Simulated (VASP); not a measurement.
# Sn (Pm-3m) in VASP: a series of runs, part 2 of 2

VASP 6.6.1.

## Step 4: Relaxation of cell and atoms, LDA, target pressure 52 GPa, at which the enthalpy is minimised

This run uses another cell than the first one, of 18.35 Å³/atom.

INCAR reads:

```
SYSTEM = Sn
PREC = Accurate ; ENCUT = 600
EDIFF = 1E-6 ; ISMEAR = -1
SIGMA = 0.08 ; LREAL = .False.
LASPH = .True. ; NELM = 60
ALGO = Normal ; ISIF = 3
LWAVE = .False. ; LCHARG = .False.
GGA = CA ; IBRION = 2
NSW = 60 ; EDIFFG = -0.005
PSTRESS = 520.0
```

KPOINTS reads:

```
Automatic mesh
0
Gamma
  14 14 14
  0 0 0
```

POSCAR reads:

```
Sn
1.0
    2.6375274942      0.0000000000      0.0000000000
    0.0000000000      2.6375274942      0.0000000000
    0.0000000000      0.0000000000      2.6375274942
Sn
1
Direct
    0.0000000000      0.0000000000      0.0000000000
```

Potentials or basis: VASP PAW LDA potentials, release 64 (Sn_d).

Started as:

```sh
$ cat potpaw_LDA.64/Sn_d/POTCAR > POTCAR
$ mpirun -np 1 vasp_std > vasp.out
```

OUTCAR:

```text
SYSTEM = Sn
   PREC = Accurate
   ENCUT = 600
   EDIFF = 1E-6
   ISMEAR = -1
   LREAL = .False.
   LASPH = .True.
   NELM = 60
   ISIF = 3
   GGA = CA
   IBRION = 2
   NSW = 60
   EDIFFG = -0.005
   PSTRESS = 520.0

 ion  position               nearest neighbor table
   1  0.000  0.000  0.000-

  LATTYP: Found a simple cubic cell.
 ALAT       =     2.6375274942

  Lattice vectors:

 A1 = (   2.6375274942,   0.0000000000,   0.0000000000)
 A2 = (   0.0000000000,   2.6375274942,   0.0000000000)
 A3 = (   0.0000000000,   0.0000000000,   2.6375274942)

Analysis of symmetry for initial positions (statically):
=====================================================================
 Subroutine PRICEL returns:
 Original cell was already a primitive cell.

 Routine SETGRP: Setting up the symmetry group for a
 simple cubic supercell.

 Subroutine GETGRP returns: Found 48 space group operations
 (whereof 48 operations were pure point group operations)
 out of a pool of 48 trial point group operations.

The static configuration has the point symmetry O_h .

Analysis of symmetry for dynamics (positions and initial velocities):
=====================================================================
 Subroutine PRICEL returns:
 Original cell was already a primitive cell.

 Routine SETGRP: Setting up the symmetry group for a
 simple cubic supercell.

 Subroutine GETGRP returns: Found 48 space group operations
 (whereof 48 operations were pure point group operations)
 out of a pool of 48 trial point group operations.

The dynamic configuration has the point symmetry O_h .

 Subroutine INISYM returns: Found 48 space group operations
 (whereof 48 operations are pure point group operations),
 and found     1 'primitive' translations

----------------------------------------------------------------------------------------

                                     Primitive cell

  volume of cell :      18.3481

  direct lattice vectors                    reciprocal lattice vectors
     2.637527494  0.000000000  0.000000000     0.379142967  0.000000000  0.000000000
     0.000000000  2.637527494  0.000000000     0.000000000  0.379142967  0.000000000
     0.000000000  0.000000000  2.637527494     0.000000000  0.000000000  0.379142967

  length of vectors
     2.637527494  2.637527494  2.637527494     0.379142967  0.379142967  0.379142967

  position of ions in fractional coordinates (direct lattice)
     0.000000000  0.000000000  0.000000000

  ion indices of the primitive-cell ions
   primitive index   ion index
                 1           1

----------------------------------------------------------------------------------------

 KPOINTS: Automatic mesh

Automatic generation of k-mesh.
 Grid dimensions read from file:
 generate k-points for:   14   14   14

 Generating k-lattice:

[... 43 lines left out ...]
   k-points           NKPTS =    120   k-points in BZ     NKDIM =    120   number of bands    NBANDS=     11
   number of dos      NEDOS =    301   number of ions     NIONS =      1
   total plane-waves  NPLWV =  13824
   dimension x,y,z NGX =    24 NGY =   24 NGZ =   24
   dimension x,y,z NGXF=    48 NGYF=   48 NGZF=   48
   ions per type =               1
   NGX,Y,Z   is equivalent  to a cutoff of  15.13, 15.13, 15.13 a.u.
   NGXF,Y,Z  is equivalent  to a cutoff of  30.25, 30.25, 30.25 a.u.
 SYSTEM =  Sn
   PREC   = accura    normal or accurate (medium, high low for compatibility)
   ISTART =      0    job   : 0-new  1-cont  2-samecut
   ICHARG =      2    charge: 1-file 2-atom 10-const
   ISPIN  =      1    spin polarized calculation?
   LNONCOLLINEAR =      F non collinear calculations
   LSORBIT =      F    spin-orbit coupling
   LASPH  =      T    aspherical Exc in radial PAW
   ENCUT  =  600.0 eV  44.10 Ry    6.64 a.u.   5.27  5.27  5.27*2*pi/ulx,y,z
   NELM   =     60;   NELMIN=  2; NELMDL= -5     # of ELM steps
   EDIFF  = 0.1E-05   stopping-criterion for ELM
   LREAL  =      F    real-space projection
   EDIFFG = -.5E-02   stopping-criterion for IOM
   NSW    =     60    number of steps for IOM
   IBRION =      2    ionic relax: 0-MD 1-quasi-New 2-CG
   NFREE  =      1    steps in history (QN), initial steepest desc. (CG)
   ISIF   =      3    stress and relaxation
   ISYM   =      2    0-nonsym 1-usesym 2-fastsym
   POTIM  = 0.5000    time-step for ionic-motion
   TEBEG  =    0.0;   TEEND  =   0.0 temperature during run
   PSTRESS=  520.0 pullay stress
   NELECT =      14.0000    total number of electrons
   NUPDOWN=      -1.0000    fix difference up-down
   EMIN   =  10.00;   EMAX   =-10.00  energy-range for DOS
   EFERMI =   0.00;   METHOD = LEGACY
   ISMEAR =    -1;   SIGMA  =   0.08  broadening in eV -4-tet -1-fermi 0-gaus
   EFERMI_NEDOS =   21; number of points for ismear=-14 and -15
   IALGO  =     38    algorithm
   IMIX   =      4    mixing-type and parameters
     AMIX     =   0.40;   BMIX     =  1.00
     AMIX_MAG =   1.60;   BMIX_MAG =  1.00
  volume/ion in A,a.u.               =      18.35       123.82
  Fermi-wavevector in a.u.,A,eV,Ry     =   1.495962  2.826958 30.448503  2.237902
  Thomas-Fermi vector in A             =   2.608039
   LORBIT       =      0    0 simple, 1 ext, 2 COOP (PROOUT), +10 PAW based schemes
   GGA     = CA    functional components
   LHFCALC =     F    Hartree Fock is set to
   AEXX    =    0.0000 exact exchange contribution
   IVDW    =     0    specifies the selected vdW correction
   LEPSILON=     F    determine dielectric tensor
   LRPA    =     F    only Hartree local field effects (RPA)
 conjugate gradient relaxation of ions
 non-spin polarized calculation
  energy-cutoff  :      600.00
  volume of cell :       18.35
 maximum number of plane-waves:       624
 NGX is ok and might be reduce to    24
   NGX = 11   NGY = 11   NGZ = 11

--------------------------------------- Ionic step        1  -------------------------------------------

 number of electron      13.9999996 magnetization

 Free energy of the ion-electron system (eV)
  ---------------------------------------------------
  ext. energy  EPLUGINS =         0.00000000
  ---------------------------------------------------
  free energy    TOTEN  =        -3.33928413 eV

  energy without entropy =       -3.33144565  energy(sigma->0) =       -3.33536489

------------------------ aborting loop because EDIFF is reached ----------------------------------------

  FORCE on cell =-STRESS in cart. coord.  units (eV):
  Direction    XX          YY          ZZ          XY          YZ          ZX
  --------------------------------------------------------------------------------------
  -------------------------------------------------------------------------------------
  Total        6.8454643      6.8454643      6.8454643     -0.0000000      0.0000000      0.0000000
  in kB      597.7540178    597.7540178    597.7540178     -0.0000000      0.0000000      0.0000000
  external PRESSURE =      77.7540178 kB  Pullay stress =     520.0000000 kB
[... 98 lines left out ...]
--------------------------------------- Ionic step        4  -------------------------------------------

 number of electron      13.9999994 magnetization

 Free energy of the ion-electron system (eV)
  ---------------------------------------------------
  ext. energy  EPLUGINS =         0.00000000
  ---------------------------------------------------
  free energy    TOTEN  =        -3.51916950 eV

  energy without entropy =       -3.51130548  energy(sigma->0) =       -3.51523749

 E-fermi :  13.2161     XC(G=0): -12.3330

 val. band max:       13.1995521455   @ k =   0.4286   0.4286   0.4286
 cond. band min:      13.2291067198   @ k =   0.2857   0.2857   0.2143
 fundamental gap:      0.0295545743
 Fermi energy:        13.2161235605

 k-point     1 :       0.0000    0.0000    0.0000
  band No.  band energies     occupation
      1      -9.6499      2.00000
      2      -9.6499      2.00000
      3      -8.3779      2.00000
      4      -8.3779      2.00000
      5      -8.3779      2.00000
      6      -1.4062      2.00000
      7      19.9641      0.00000
      8      19.9641      0.00000
      9      19.9641      0.00000
     10      23.9712      0.00000
     11      23.9712      0.00000
[... 309 lines left out ...]
 k-point    24 :       0.3571    0.2143    0.0000
  band No.  band energies     occupation
      1      -9.3740      2.00000
      2      -8.8710      2.00000
      3      -8.7251      2.00000
      4      -8.6467      2.00000
      5      -8.4863      2.00000
      6       2.6450      2.00000
      7       9.8630      2.00000
      8      16.5080      0.00000
      9      22.9784      0.00000
     10      24.3986      0.00000
     11      26.2080      0.00000

 [... further k-points ...]

------------------------ aborting loop because EDIFF is reached ----------------------------------------

  FORCE on cell =-STRESS in cart. coord.  units (eV):
  Direction    XX          YY          ZZ          XY          YZ          ZX
  --------------------------------------------------------------------------------------
  -------------------------------------------------------------------------------------
  Total        6.1228883      6.1228883      6.1228883     -0.0000000      0.0000000     -0.0000000
  in kB      520.0191252    520.0191252    520.0191252     -0.0000000      0.0000000     -0.0000000
  external PRESSURE =       0.0191252 kB  Pullay stress =     520.0000000 kB
[... 20 lines left out ...]
  energy  without entropy=       -3.5113054763  energy(sigma->0) =       -3.51523749

  enthalpy is  TOTEN    =         2.6034935922 eV   P V=        6.1226630888

 reached required accuracy - stopping structural energy minimisation
```

OSZICAR:

```text
N       E                     dE             d eps       ncg     rms          rms(c)
DAV:   1     0.766608753147E+02    0.76661E+02   -0.82052E+03  2711   0.238E+03
DAV:   2     0.586977605282E+00   -0.76074E+02   -0.73947E+02  2688   0.359E+02
DAV:   3    -0.335344740850E+01   -0.39404E+01   -0.39176E+01  3079   0.759E+01
DAV:   4    -0.342743879257E+01   -0.73991E-01   -0.73954E-01  2992   0.106E+01
[... 28 lines left out ...]
DAV:   1    -0.351937959191E+01    0.68898E-02   -0.40273E-03  3150   0.155E+00    0.809E-02
DAV:   2    -0.351920961842E+01    0.16997E-03   -0.25348E-04  3054   0.410E-01    0.344E-02
DAV:   3    -0.351917148938E+01    0.38129E-04   -0.94979E-05  4055   0.236E-01    0.516E-03
DAV:   4    -0.351916963497E+01    0.18544E-05   -0.36873E-06  2964   0.295E-02    0.118E-03
DAV:   5    -0.351916949662E+01    0.13836E-06   -0.75936E-08  1419   0.463E-03
   4 F= 0.26034936E+01 E0= 0.26074256E+01  d E =-.122495E-01
```

CONTCAR:

```text
Sn
   1.00000000000000
     2.6620479075607943   -0.0000000000000000    0.0000000000000000
    -0.0000000000000000    2.6620479075607943   -0.0000000000000000
    -0.0000000000000000    0.0000000000000000    2.6620479075607943
  Sn
     1
Direct
     0.0000000000000000    0.0000000000000000    0.0000000000000000

  0.00000000E+00  0.00000000E+00  0.00000000E+00
```

Run time: 62 s. Hardware: 1 thread of Intel Xeon 8259CL, shared host; peak memory 0.16 GiB.

Results:

| Item | Value |
| --- | --- |
| Free energy | -3.5192 eV |
| Relaxed volume | 18.86 Å³/atom |
| Relaxed cell | a = 2.662 Å, b = 2.662 Å, c = 2.662 Å, α = 90.00°, β = 90.00°, γ = 90.00° |
| Space group after relaxing (to 0.1 Å) | Pm-3m (No. 221) |
| Energy change on relaxing (the run minimises the enthalpy) | -179.9 meV/atom |
| Ionic steps | 4 |
| Pressure after relaxing | 52.0 GPa |
| Band gap on the k mesh | zero (bands 7 and 8 overlap by 10.38 eV) |

The path:
```
step  energy change (eV)  largest force (eV/Å)  pressure (GPa)  volume (Å³)
   1              0.0000                0.0000           59.78        18.35
   2             -0.6675                0.0000           29.78        20.82
   3             -0.1870                0.0000           51.68        18.89
   4             -0.1799                0.0000           52.00        18.86
```

Final structure:
```yaml
crystal:
  lattice:
    - [2.66205, 0.00000, 0.00000]
    - [0.00000, 2.66205, 0.00000]
    - [0.00000, 0.00000, 2.66205]
  atoms:
    - { symbol: Sn, position: [0.00000, 0.00000, 0.00000] }
```

Caveat: the cell is relaxed towards a set pressure, so the run minimises the enthalpy, not the energy; spin-orbit coupling is left out, which moves the levels of the heavy elements.

## Step 5: Relaxation of cell and atoms, LDA, target pressure 52 GPa, at which the enthalpy is minimised

INCAR reads:

```
SYSTEM = Sn
PREC     = Accurate       ! precision mode
ENCUT    = 600            ! plane-wave cutoff, eV
EDIFF    = 1E-6           ! SCF threshold, eV
ISMEAR   = -1             ! smearing method
SIGMA    = 0.08           ! smearing width, eV
LREAL    = .FALSE.        ! projectors in reciprocal space
LASPH    = .TRUE.         ! aspherical terms in the spheres
NELM     = 80             ! most SCF steps
ALGO     = Normal         ! electronic algorithm
ISIF     = 3              ! what is computed and relaxed
LWAVE    = .FALSE.        ! write WAVECAR
LCHARG   = .FALSE.        ! write CHGCAR
IBRION   = 2              ! ionic algorithm
NSW      = 32             ! ionic steps
EDIFFG   = -0.005         ! ionic threshold
PSTRESS  = 520.0
```

KPOINTS reads:

```
Automatic mesh
0
G
  14 14 14
  0 0 0
```

POSCAR reads:

```
Sn
1.0
    2.6601151044      0.0000000000      0.0000000000
    0.0000000000      2.6601151044      0.0000000000
    0.0000000000      0.0000000000      2.6601151044
Sn
1
Direct
    0.0000000000      0.0000000000      0.0000000000
```

Started as:

```sh
$ cat potpaw_LDA.64/Sn_d/POTCAR > POTCAR
$ mpirun -np 1 vasp_std > vasp.out
```

Wall time 47 s (1 thread of Intel Xeon 8259CL, shared host); peak memory 0.16 GiB.

Results (log left out):

| Item | Value |
| --- | --- |
| Free energy | -3.5185 eV |
| Relaxed volume | 18.86 Å³/atom |
| Relaxed cell | a = 2.662 Å, b = 2.662 Å, c = 2.662 Å, α = 90.00°, β = 90.00°, γ = 90.00° |
| Space group after relaxing (to 0.1 Å) | Pm-3m (No. 221) |
| Energy change on relaxing (the run minimises the enthalpy) | -12.7 meV/atom |
| Ionic steps | 3 |
| Pressure after relaxing | 52.0 GPa |
| Band gap on the k mesh | zero (bands 7 and 8 overlap by 10.38 eV) |

Step by step:
| step | energy change (eV) | largest force (eV/Å) | pressure (GPa) | volume (Å³) |
| --- | --- | --- | --- | --- |
| 1 | 0.0000 | 0.0000 | 52.54 | 18.82 |
| 2 | -0.0555 | 0.0000 | 50.14 | 19.00 |
| 3 | -0.0127 | 0.0000 | 51.99 | 18.86 |

Final structure:
```
CELL_PARAMETERS angstrom
2.66194 0.00000 0.00000
0.00000 2.66194 0.00000
0.00000 0.00000 2.66194
ATOMIC_POSITIONS crystal
Sn 0.00000 0.00000 0.00000
```

Levels at points of the mesh, in eV from the Fermi level:
| k point | band 3 | band 4 | band 5 | band 6 | band 7 | band 8 | band 9 | band 10 | band 11 |
| --- | --- | --- | --- | --- | --- | --- | --- | --- | --- |
| (0.00, 0.00, 0.00) | -21.59 | -21.59 | -21.59 | -14.62 | 6.75 | 6.75 | 6.75 | 10.76 | 10.76 |
| (0.50, 0.00, 0.00) | -21.95 | -21.95 | -21.56 | -9.30 | -7.57 | 11.16 | 11.16 | 12.26 | 13.09 |
| (0.50, 0.50, 0.00) | -21.90 | -21.90 | -21.24 | -3.82 | -3.82 | -3.64 | 2.02 | 15.68 | 15.68 |
| (0.50, 0.50, 0.50) | -22.40 | -21.21 | -21.21 | -0.05 | -0.05 | -0.05 | 3.55 | 6.07 | 6.33 |

Caveat: the cell is relaxed towards a set pressure, so the run minimises the enthalpy, not the energy; spin-orbit coupling is left out, which moves the levels of the heavy elements.

## Step 6: The runs side by side

```tsv
task	cell	cutoff (eV)	gap on the mesh (eV)	pressure (GPa)
single point	a = 2.660 Å, 1 atom	520	none	52.5
relaxation of cell and atoms	relaxed to 52 GPa from a = 2.638 Å, 1 atom	600	none	52.0
relaxation of cell and atoms	relaxed to 52 GPa from a = 2.660 Å, 1 atom	600	none	52.0
```

Alike in all rows: level LDA; potentials or basis VASP PAW LDA potentials, release 64 (Sn_d); no spin polarisation; k mesh 14 × 14 × 14; smearing fermi-dirac 0.08 eV.

Caveats: spin-orbit coupling is left out, which moves the levels of the heavy elements; the cell is relaxed towards a set pressure, so the run minimises the enthalpy, not the energy (at least some runs); the cell stands under pressure (at least some runs).

Absolute energies hang on the potentials; compare differences alone.
